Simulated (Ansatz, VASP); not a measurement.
PbF2: VASP beside Ansatz

File INCAR:

```
SYSTEM = PbF2
PREC = Accurate ; ENCUT = 520
EDIFF = 1E-8 ; ISMEAR = -1
SIGMA = 0.05 ; LREAL = .FALSE.
LASPH = .TRUE. ; NELM = 100
ALGO = Normal ; ISIF = 2
LWAVE = .FALSE. ; LCHARG = .FALSE.
GGA = PE ; LEFG = .TRUE.
NBANDS = 21
```

Contents of KPOINTS:

```
Automatic mesh
0
G
  14 14 8
  0 0 0
```

The input POSCAR:

```
PbF2
1.0
    3.9817852790      0.0000000000      0.0000000000
   -1.9908926395      3.4483272041      0.0000000000
    0.0000000000      0.0000000000      5.0768288542
Pb F
1 2
Direct
    0.0000000000      0.0000000000      0.0000000000
    0.3333333333      0.6666666667      0.1972964231
    0.6666666667      0.3333333333      0.8027035769
```

Input for Ansatz:

```yaml
crystal:
  lattice:
    - [3.981785279, 0.0, 0.0]
    - [-1.9908926395, 3.4483272041, 0.0]
    - [0.0, 0.0, 5.0768288542]
  atoms:
    - { symbol: Pb, position: [0.0, 0.0, 0.0] }
    - { symbol: F, position: [0.3333333333, 0.6666666667, 0.1972964231] }
    - { symbol: F, position: [0.6666666667, 0.3333333333, 0.8027035769] }
kpoints:
  mp_grid: { grid: [14, 14, 8] }
  band_path:
    path:
      - [0.0, 0.0, 0.0]
      - [0.5, 0.0, 0.0]
      - [0.3333333333, 0.3333333333, 0.0]
      - [0.0, 0.0, 0.0]
      - [0.0, 0.0, 0.5]
      - [0.5, 0.0, 0.5]
      - [0.3333333333, 0.3333333333, 0.5]
      - [0.0, 0.0, 0.5]
      - [0.5, 0.0, 0.5]
    npoints: 8
scf:
  occupations: { method: fermi_dirac, width: 0.05 }
hamiltonian:
  xc: pbe
  pseudopotentials: { kind: paw }
output:
  forces: true
  stress: true
  eigenvalues: true
  efg: { contact_densities: true }
  populations: true
  bader: true
  dos: { projected: true, de: 0.2, e_range: [-14, 8] }
```

Alike in both runs: task electric field gradients; functional PBE; k mesh 14 × 14 × 8; occupations fermi-dirac, width 0.05 eV; no spin polarisation.

|  | VASP | Ansatz |
| --- | --- | --- |
| version | VASP 6.6.1 | Ansatz 0.2.0 |
| potentials or method | VASP PAW PBE potentials, release 64 (Pb_d, F) | PAW with Ansatz's default frozen-core files, scalar-relativistic |
| plane-wave cutoff (eV) | 520 | 420 |
| valence electrons in the cell | 28 | 28 |

```tsv
	VASP	Ansatz	Ansatz less VASP
gap on the k mesh at the Fermi level (eV)	3.05	3.05	-0.001
pressure (GPa)	-0.1	0.0	+0.15
size of Vzz on the site where it differs most (V/Å²)	207.7	255.2	+47.51
```

The functional is the same, so the differences come from potentials, cutoffs and numerics.

Neither program's run includes spin-orbit coupling.
